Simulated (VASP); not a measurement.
# InSe (R3m) in VASP: notebook, part 2 of 2

VASP 6.6.1. Earlier steps stand in the parts before.

## Step 4: Single point, PBE+D3(BJ)

This run uses another cell than the first one, of the same volume but with other edges.

Contents of INCAR:

```
SYSTEM = InSe
PREC = Accurate
ENCUT = 520
EDIFF = 1E-6
ISMEAR = 0
SIGMA = 0.03
LREAL = .False.
LASPH = .True.
NELM = 60
ALGO = Normal
ISIF = 2
LWAVE = .False.
LCHARG = .False.
GGA = PE
IVDW = 12
NBANDS = 27
LUSENCCL = .False.
```

Contents of KPOINTS:

```
Automatic mesh
0
Gamma
  12 12 12
  0 0 0
```

Contents of POSCAR:

```
InSe
1.0
    2.0458471982      1.1811704306      8.0804000647
   -2.0458471982      1.1811704306      8.0804000647
    0.0000000000     -2.3623408613      8.0804000647
In Se
2 2
Direct
    0.0000475051      0.0000475051      0.0000475051
    0.1121766890      0.1121766890      0.1121766890
    0.6151385375      0.6151385375      0.6151385375
    0.8303372684      0.8303372684      0.8303372684
```

Potentials or basis: VASP PAW PBE potentials, release 64 (In_d, Se).

Started as:

```sh
$ cat potpaw_PBE.64/In_d/POTCAR potpaw_PBE.64/Se/POTCAR > POTCAR
$ mpirun -np 1 vasp_std > vasp.out
```

OUTCAR:

```text
SYSTEM = InSe
   PREC = Accurate
   ENCUT = 520
   EDIFF = 1E-6
   ISMEAR = 0
   LREAL = .False.
   LASPH = .True.
   NELM = 60
   ISIF = 2
   GGA = PE
   IVDW = 12
 IVDW          = 12

 ion  position               nearest neighbor table
   1  0.000  0.000  0.000-   3 2.67   3 2.67   3 2.67   2 2.72
   2  0.112  0.112  0.112-   4 2.67   4 2.67   4 2.67   1 2.72
   3  0.615  0.615  0.615-   1 2.67   1 2.67   1 2.67
   4  0.830  0.830  0.830-   2 2.67   2 2.67   2 2.67

  LATTYP: Found a trigonal (rhomboedric) cell.
 ALAT       =     8.4186411938
 COS(alpha) =     0.8818884462

  Lattice vectors:

 A1 = (   2.0458471982,   1.1811704306,   8.0804000647)
 A2 = (  -2.0458471982,   1.1811704306,   8.0804000647)
 A3 = (   0.0000000000,  -2.3623408613,   8.0804000647)

Analysis of symmetry for initial positions (statically):
=====================================================================
 Subroutine PRICEL returns:
 Original cell was already a primitive cell.

 Routine SETGRP: Setting up the symmetry group for a
 trigonal (rhombohedral) supercell.

 Subroutine GETGRP returns: Found  6 space group operations
 (whereof  6 operations were pure point group operations)
 out of a pool of 12 trial point group operations.

The static configuration has the point symmetry C_3v.

Analysis of symmetry for dynamics (positions and initial velocities):
=====================================================================
 Subroutine PRICEL returns:
 Original cell was already a primitive cell.

 Routine SETGRP: Setting up the symmetry group for a
 trigonal (rhombohedral) supercell.

 Subroutine GETGRP returns: Found  6 space group operations
 (whereof  6 operations were pure point group operations)
 out of a pool of 12 trial point group operations.

The dynamic configuration has the point symmetry C_3v.

 Subroutine INISYM returns: Found  6 space group operations
 (whereof  6 operations are pure point group operations),
 and found     1 'primitive' translations

----------------------------------------------------------------------------------------

                                     Primitive cell

  volume of cell :     117.1574

  direct lattice vectors                    reciprocal lattice vectors
     2.045847198  1.181170431  8.080400065     0.244397529  0.141102979  0.041252083
    -2.045847198  1.181170431  8.080400065    -0.244397529  0.141102979  0.041252083
     0.000000000 -2.362340861  8.080400065     0.000000000 -0.282205958  0.041252083

  length of vectors
     8.418641194  8.418641194  8.418641194     0.285205079  0.285205079  0.285205079

  position of ions in fractional coordinates (direct lattice)
     0.000047505  0.000047505  0.000047505
     0.112176689  0.112176689  0.112176689
     0.615138538  0.615138538  0.615138538
     0.830337268  0.830337268  0.830337268

  ion indices of the primitive-cell ions
   primitive index   ion index
                 1           1
                 2           2
                 3           3
                 4           4

----------------------------------------------------------------------------------------

 KPOINTS: Automatic mesh

Automatic generation of k-mesh.
 Grid dimensions read from file:
 generate k-points for:   12   12   12

 Generating k-lattice:

  Cartesian coordinates                     Fractional coordinates (reciprocal lattice)
     0.020366461  0.011758582  0.003437674     0.083333333 -0.000000000 -0.000000000
    -0.020366461  0.011758582  0.003437674    -0.000000000  0.083333333 -0.000000000
     0.000000000 -0.023517163  0.003437674    -0.000000000 -0.000000000  0.083333333

  Length of vectors
     0.023767090  0.023767090  0.023767090

  Shift w.r.t. Gamma in fractional coordinates (k-lattice)
     0.000000000  0.000000000  0.000000000

 Subroutine IBZKPT returns following result:
 ===========================================

 Found    189 irreducible k-points:

 Following reciprocal coordinates:
            Coordinates               Weight
  0.000000  0.000000  0.000000      1.000000
  0.083333  0.000000  0.000000      6.000000
  0.166667  0.000000  0.000000      6.000000
  0.250000  0.000000  0.000000      6.000000
  0.333333  0.000000  0.000000      6.000000
  0.416667  0.000000  0.000000      6.000000
[... 16 lines left out ...]
  0.500000  0.166667  0.000000     12.000000
 -0.416667  0.166667  0.000000     12.000000
 [... further k-points ...]
   k-points           NKPTS =    189   k-points in BZ     NKDIM =    189   number of bands    NBANDS=     27
   number of dos      NEDOS =    301   number of ions     NIONS =      4
   total plane-waves  NPLWV = 262144
   dimension x,y,z NGX =    64 NGY =   64 NGZ =   64
   dimension x,y,z NGXF=   128 NGYF=  128 NGZF=  128
   ions per type =               2   2
   NGX,Y,Z   is equivalent  to a cutoff of  12.64, 12.64, 12.64 a.u.
   NGXF,Y,Z  is equivalent  to a cutoff of  25.28, 25.28, 25.28 a.u.
 SYSTEM =  InSe
   PREC   = accura    normal or accurate (medium, high low for compatibility)
   ISTART =      0    job   : 0-new  1-cont  2-samecut
   ICHARG =      2    charge: 1-file 2-atom 10-const
   ISPIN  =      1    spin polarized calculation?
   LNONCOLLINEAR =      F non collinear calculations
   LSORBIT =      F    spin-orbit coupling
   LASPH  =      T    aspherical Exc in radial PAW
   ENCUT  =  520.0 eV  38.22 Ry    6.18 a.u.  15.65 15.65 15.65*2*pi/ulx,y,z
   NELM   =     60;   NELMIN=  2; NELMDL= -5     # of ELM steps
   EDIFF  = 0.1E-05   stopping-criterion for ELM
   LREAL  =      F    real-space projection
   EDIFFG = 0.1E-04   stopping-criterion for IOM
   NSW    =      0    number of steps for IOM
   IBRION =     -1    ionic relax: 0-MD 1-quasi-New 2-CG
   NFREE  =      0    steps in history (QN), initial steepest desc. (CG)
   ISIF   =      2    stress and relaxation
   ISYM   =      2    0-nonsym 1-usesym 2-fastsym
   POTIM  = 0.5000    time-step for ionic-motion
   TEBEG  =    0.0;   TEEND  =   0.0 temperature during run
   PSTRESS=    0.0 pullay stress
   NELECT =      38.0000    total number of electrons
   NUPDOWN=      -1.0000    fix difference up-down
   EMIN   =  10.00;   EMAX   =-10.00  energy-range for DOS
   EFERMI =   0.00;   METHOD = LEGACY
   ISMEAR =     0;   SIGMA  =   0.03  broadening in eV -4-tet -1-fermi 0-gaus
   EFERMI_NEDOS =   21; number of points for ismear=-14 and -15
   IALGO  =     38    algorithm
   IMIX   =      4    mixing-type and parameters
     AMIX     =   0.40;   BMIX     =  1.00
     AMIX_MAG =   1.60;   BMIX_MAG =  1.00
  volume/ion in A,a.u.               =      29.29       197.65
  Fermi-wavevector in a.u.,A,eV,Ry     =   1.124811  2.125584 17.214076  1.265199
  Thomas-Fermi vector in A             =   2.261484
   LORBIT       =      0    0 simple, 1 ext, 2 COOP (PROOUT), +10 PAW based schemes
   GGA     = PE    functional components
   LHFCALC =     F    Hartree Fock is set to
   AEXX    =    0.0000 exact exchange contribution
   IVDW    =    12    specifies the selected vdW correction
   LEPSILON=     F    determine dielectric tensor
   LRPA    =     F    only Hartree local field effects (RPA)
 non-spin polarized calculation
 Gauss-broadening in eV      SIGMA  =   0.03
  energy-cutoff  :      520.00
  volume of cell :      117.16
 maximum number of plane-waves:      3182
   NGX = 31   NGY = 31   NGZ = 31

 number of electron      38.0000004 magnetization

 Free energy of the ion-electron system (eV)
  ---------------------------------------------------
  ext. energy  EPLUGINS =         0.00000000
  ---------------------------------------------------
  free energy    TOTEN  =       -14.12622404 eV

  energy without entropy =      -14.12622333  energy(sigma->0) =      -14.12622368

 E-fermi :   4.2966     XC(G=0):  -8.9155

 val. band max:        4.2419639089   @ k =   0.5000   0.5000   0.5000
 cond. band min:       4.3511506517   @ k =   0.5000   0.5000   0.5000
 fundamental gap:      0.1091867427
 Fermi energy:         4.2965630850

 k-point     1 :       0.0000    0.0000    0.0000
  band No.  band energies     occupation
      1     -10.7914      2.00000
      2     -10.5545      2.00000
      3     -10.5545      2.00000
      4     -10.4474      2.00000
      5     -10.4474      2.00000
      6     -10.4349      2.00000
[... 709 lines left out ...]
     26      11.3209      0.00000
     27      11.8141      0.00000

 [... further k-points ...]

------------------------ aborting loop because EDIFF is reached ----------------------------------------

 Edisp (eV)   -1.20119

 E8    (eV) :    -0.5514

  FORCE on cell =-STRESS in cart. coord.  units (eV):
  Direction    XX          YY          ZZ          XY          YZ          ZX
  --------------------------------------------------------------------------------------
  -------------------------------------------------------------------------------------
  Total      -0.63896    -0.63896     1.39704     0.00000    -0.00000     0.00000
  in kB      -8.73804    -8.73804    19.10509     0.00000    -0.00000     0.00000
  external pressure =        0.54 kB  Pullay stress =        0.00 kB

 VOLUME and BASIS-vectors are now :
 -----------------------------------------------------------------------------
  energy-cutoff  :      520.00
  volume of cell :      117.16
      direct lattice vectors                 reciprocal lattice vectors
     2.045847198  1.181170431  8.080400065     0.244397529  0.141102979  0.041252083
    -2.045847198  1.181170431  8.080400065    -0.244397529  0.141102979  0.041252083
     0.000000000 -2.362340861  8.080400065     0.000000000 -0.282205958  0.041252083

 POSITION                                       TOTAL-FORCE (eV/Angst)
 -----------------------------------------------------------------------------------
      0.00000     -0.00000      0.00115         0.000000      0.000000     -0.417551
      0.00000     -0.00000      2.71930         0.000000     -0.000000      0.413494
      0.00000     -0.00000     14.91170         0.000000      0.000000     -0.015739
      0.00000     -0.00000     20.12837         0.000000     -0.000000      0.019797
 -----------------------------------------------------------------------------------
    total drift:                                0.000000     -0.000000     -0.000050

  FREE ENERGIE OF THE ION-ELECTRON SYSTEM (eV)
  ---------------------------------------------------
  free  energy   TOTEN  =       -15.3274127656 eV

  energy  without entropy=      -15.3274120504  energy(sigma->0) =      -15.32741241
```

stdout:

```text
Offloading initialized ...    1 GPUs detected
 POSCAR found type information on POSCAR InSe
 POSCAR found :  2 types and       4 ions
 scaLAPACK will be used selectively (only on CPU)
 LDA part: xc-table for (Slater+PW92), standard interpolation
 POSCAR, INCAR and KPOINTS ok, starting setup
 FFT: planning ... GRIDC
 FFT: planning ... GRID_SOFT
 FFT: planning ... GRID
 WAVECAR not read
 entering main loop
```

Wall time 8.8 min (1 × NVIDIA H100 80GB with 1 thread of AMD EPYC 7R13 (Zen 3), shared host); peak memory 1.9 GiB.

Results:

```yaml
Free_energy: -15.3274 eV
Pressure: 0.1 GPa
Largest_force: 0.418 eV/Å
Band_gap_on_the_k_mesh: 0.11 eV
Dispersion_energy_per_atom: -0.300 eV
```

Forces on the atoms (eV/Å):
```
In   0.000  0.000 -0.418
In   0.000  0.000  0.413
Se   0.000  0.000 -0.016
Se   0.000  0.000  0.020
```

Caveat: spin-orbit coupling is left out, which moves the levels of the heavy elements. A k mesh can miss the band edges.

## Step 5: Single point, PBE+D3(BJ)

This run uses another cell than the first one, of the same volume but with other edges.

Contents of INCAR:

```
SYSTEM = InSe
  PREC = Accurate
  ENCUT = 520
  EDIFF = 1E-6
  ISMEAR = 0
  SIGMA = 0.03
  LREAL = .False.
  LASPH = .True.
  NELM = 60
  ALGO = Normal
  ISIF = 2
  LWAVE = .False.
  LCHARG = .False.
  GGA = PE
  IVDW = 12
  NBANDS = 27
  LUSENCCL = .False.
```

Contents of KPOINTS:

```
regular mesh
0
Gamma
  12 12 12
  0 0 0
```

Contents of POSCAR:

```
InSe
1.0
    1.9856399637      1.1464097675      8.5778459173
   -1.9856399637      1.1464097675      8.5778459173
    0.0000000000     -2.2928195351      8.5778459173
In Se
2 2
Direct
    0.0000475051      0.0000475051      0.0000475051
    0.1121766890      0.1121766890      0.1121766890
    0.6151385375      0.6151385375      0.6151385375
    0.8303372684      0.8303372684      0.8303372684
```

Started as:

```sh
$ cat potpaw_PBE.64/In_d/POTCAR potpaw_PBE.64/Se/POTCAR > POTCAR
$ mpirun -np 1 vasp_std > vasp.out
```

Run time: 8.8 min. Hardware: 1 × NVIDIA H100 80GB with 1 thread of AMD EPYC 7R13 (Zen 3), shared host; peak memory 1.9 GiB.

Results (log left out):

| Item | Value |
| --- | --- |
| Free energy | -15.3168 eV |
| Pressure | 0.2 GPa |
| Largest force | 0.389 eV/Å |
| Band gap on the k mesh | 0.58 eV |
| Dispersion energy per atom | -0.299 eV |

Forces in eV/Å, atoms in the order of the input:
```
In   0.000  0.000  0.389
In   0.000  0.000 -0.389
Se   0.000  0.000  0.007
Se   0.000  0.000 -0.007
```

Stress tensor (GPa, compression positive):
```
 1.20  0.00  0.00
 0.00  1.20  0.00
 0.00  0.00 -1.93
```

Levels at points of the mesh, in eV from the valence-band top:
```
           k point  band 17  band 18  band 19  band 20  band 21  band 22
(0.00, 0.00, 0.00)    -1.06    -0.94    -0.94     1.95     2.33     4.71
(0.50, 0.00, 0.00)    -2.10    -1.95    -1.56     1.28     2.04     3.62
(0.50, 0.50, 0.00)    -2.23    -1.79    -1.39     1.18     2.11     3.30
(0.50, 0.50, 0.50)    -0.88    -0.88     0.00     0.58     2.49     4.63
```

Caveat: spin-orbit coupling is left out, which moves the levels of the heavy elements. A k mesh can miss the band edges.

## Step 6: Overview

```tsv
cell	gap on the mesh (eV)	pressure (GPa)	largest force (eV/Å)
a = 8.212 Å, angles 29.3°, 4 atoms	0.14	0.2	1.00
a = 9.132 Å, angles 24.7°, 4 atoms	0.83	0.4	0.63
a = 8.419 Å, angles 28.1°, 4 atoms	0.11	0.1	0.42
a = 8.879 Å, angles 25.8°, 4 atoms	0.58	0.2	0.39
```

Alike in all rows: task single point; level PBE+D3(BJ); potentials or basis VASP PAW PBE potentials, release 64 (In_d, Se); no spin polarisation; k mesh 12 × 12 × 12; cutoff (eV) 520; smearing gaussian 0.03 eV.

Caveats: spin-orbit coupling is left out, which moves the levels of the heavy elements; the stress differs along the axes, from -2 to 4 GPa (at least some runs); the stress differs along the axes, from -4 to 2 GPa (at least some runs).

Total energies depend on the potentials used, so only differences within one code and one set of settings carry meaning.
